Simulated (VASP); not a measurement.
# BP (F-43m) in VASP: further runs, part 2 of 2

VASP 6.6.1.

## Step 4: Single point, LDA

This run uses another cell than the first one, of 11.28 Å³/atom, 1.018 times its volume.

The input, INCAR:

```
SYSTEM = BP
PREC = Accurate
ENCUT = 520
EDIFF = 1E-6
ISMEAR = 0
SIGMA = 0.05
LREAL = .FALSE.
LASPH = .TRUE.
NELM = 100
ALGO = Normal
ISIF = 2
LWAVE = .FALSE.
LCHARG = .FALSE.
GGA = CA
NBANDS = 11
```

The input, KPOINTS:

```
Automatic mesh
0
G
  8 8 8
  0 0 0
```

The input, POSCAR:

```
BP
1.0
    0.0000000000      2.2424137714      2.2424137714
    2.2424137714      0.0000000000      2.2424137714
    2.2424137714      2.2424137714      0.0000000000
B P
1 1
Direct
    0.0000000000      0.0000000000      0.0000000000
    0.7500000000      0.7500000000      0.7500000000
```

Potentials or basis: VASP PAW LDA potentials, release 64 (B, P).

Launch:

```console
$ cat potpaw_LDA.64/B/POTCAR potpaw_LDA.64/P/POTCAR > POTCAR
$ mpirun -np 1 vasp_std > vasp.out
```

OUTCAR:

```text
SYSTEM = BP
   PREC = Accurate
   ENCUT = 520
   EDIFF = 1E-6
   ISMEAR = 0
   LREAL = .FALSE.
   LASPH = .TRUE.
   NELM = 100
   ISIF = 2
   GGA = CA

 ion  position               nearest neighbor table
   1  0.000  0.000  0.000-   2 1.94   2 1.94   2 1.94   2 1.94
   2  0.750  0.750  0.750-   1 1.94   1 1.94   1 1.94   1 1.94

  LATTYP: Found a face centered cubic cell.
 ALAT       =     4.4848275428

  Lattice vectors:

 A1 = (   0.0000000000,   2.2424137714,   2.2424137714)
 A2 = (   2.2424137714,   0.0000000000,   2.2424137714)
 A3 = (   2.2424137714,   2.2424137714,   0.0000000000)

Analysis of symmetry for initial positions (statically):
=====================================================================
 Subroutine PRICEL returns:
 Original cell was already a primitive cell.

 Routine SETGRP: Setting up the symmetry group for a
 face centered cubic supercell.

 Subroutine GETGRP returns: Found 24 space group operations
 (whereof 24 operations were pure point group operations)
 out of a pool of 48 trial point group operations.

The static configuration has the point symmetry T_d .

Analysis of symmetry for dynamics (positions and initial velocities):
[... 166 lines left out ...]
 k-point     1 :       0.0000    0.0000    0.0000
  band No.  band energies     occupation
      1      -7.8717      2.00000
      2       7.8337      2.00000
      3       7.8337      2.00000
      4       7.8337      2.00000
      5      11.2687      0.00000
      6      11.2687      0.00000
      7      11.2687      0.00000
      8      15.7474      0.00000
      9      19.3423      0.00000
     10      20.1196      0.00000
     11      20.1196      0.00000
[... 309 lines left out ...]
 k-point    24 :      -0.3750    0.2500    0.1250
  band No.  band energies     occupation
      1      -3.7278      2.00000
      2      -0.7977      2.00000
      3       3.2220      2.00000
      4       4.6154      2.00000
      5      11.9548      0.00000
      6      13.1323      0.00000
      7      16.3192      0.00000
      8      17.7395      0.00000
      9      18.3629      0.00000
     10      22.4174      0.00000
     11      24.7908      0.00000

 [... further k-points ...]
[... 5 lines left out ...]
  --------------------------------------------------------------------------------------
  -------------------------------------------------------------------------------------
  Total        0.0801108      0.0801108      0.0801108     -0.0000000      0.0000000     -0.0000000
  in kB        5.6914709      5.6914709      5.6914709     -0.0000000      0.0000000     -0.0000000
  external PRESSURE =       5.6914709 kB  Pullay stress =       0.0000000 kB

 VOLUME and BASIS-vectors are now :
 -----------------------------------------------------------------------------
  energy-cutoff  :      520.00
  volume of cell :       22.55
      direct lattice vectors                 reciprocal lattice vectors
     0.000000000  2.242413771  2.242413771    -0.222974014  0.222974014  0.222974014
     2.242413771  0.000000000  2.242413771     0.222974014 -0.222974014  0.222974014
     2.242413771  2.242413771  0.000000000     0.222974014  0.222974014 -0.222974014

 POSITION                                       TOTAL-FORCE (eV/Angst)
 -----------------------------------------------------------------------------------
      0.00000      0.00000      0.00000        -0.000000     -0.000000     -0.000000
      3.36362      3.36362      3.36362         0.000000      0.000000      0.000000
 -----------------------------------------------------------------------------------
    total drift:                               -0.000000     -0.000000     -0.000000

  FREE ENERGIE OF THE ION-ELECTRON SYSTEM (eV)
  ---------------------------------------------------
  free  energy   TOTEN  =       -14.3972306657 eV

  energy  without entropy=      -14.3972306657  energy(sigma->0) =      -14.39723067
```

stdout:

```text
POSCAR found type information on POSCAR B P
 POSCAR found :  2 types and       2 ions
 scaLAPACK will be used
 LDA part: xc-table for (Slater(with rela. corr.)+CA(PZ))
 , standard interpolation
 POSCAR, INCAR and KPOINTS ok, starting setup
 FFT: planning ... GRIDC
 FFT: planning ... GRID_SOFT
 FFT: planning ... GRID
 WAVECAR not read
 entering main loop
```

Wall time 11 s (1 thread of AMD EPYC 7R43 (Zen 3), shared host); peak memory 0.09 GiB.

What came out:

* Free energy: -14.3972 eV
* Pressure: 0.6 GPa
* Band gap on the k mesh: 1.18 eV, indirect (least direct gap 3.44 eV)

Levels at points of the mesh, in eV from the valence-band top:
| k point | band 1 | band 2 | band 3 | band 4 | band 5 | band 6 | band 7 | band 8 |
| --- | --- | --- | --- | --- | --- | --- | --- | --- |
| (0.00, 0.00, 0.00) | -15.71 | 0.00 | 0.00 | 0.00 | 3.44 | 3.44 | 3.44 | 7.91 |
| (0.50, 0.00, 0.00) | -12.24 | -9.26 | -1.79 | -1.79 | 4.00 | 4.71 | 4.71 | 10.05 |
| (0.50, 0.50, 0.00) | -10.69 | -8.67 | -4.23 | -4.23 | 1.24 | 1.52 | 12.33 | 12.33 |

## Step 5: Summary

| level | potentials or basis | cell | gap on the mesh (eV) | pressure (GPa) |
| --- | --- | --- | --- | --- |
| PBEsol+D3(BJ) | VASP PAW PBE potentials, release 64 (B, P) | a = 3.153 Å, angles 60.0°, 2 atoms | 1.10 | 3.8 |
| PBEsol+D3(BJ) | VASP PAW PBE potentials, release 64 (B, P) | a = 3.131 Å, angles 60.0°, 2 atoms | 1.08 | 7.8 |
| LDA | VASP PAW LDA potentials, release 64 (B, P) | a = 3.171 Å, angles 60.0°, 2 atoms | 1.18 | 0.6 |

Alike in all rows: task single point; no spin polarisation; k mesh 8 × 8 × 8; cutoff (eV) 520; smearing gaussian 0.05 eV.

Caveats: the PAW data sets were made with another functional, which shifts forces and pressure a little (some runs).

Total energies depend on the potentials used, so only differences within one code and one set of settings carry meaning.
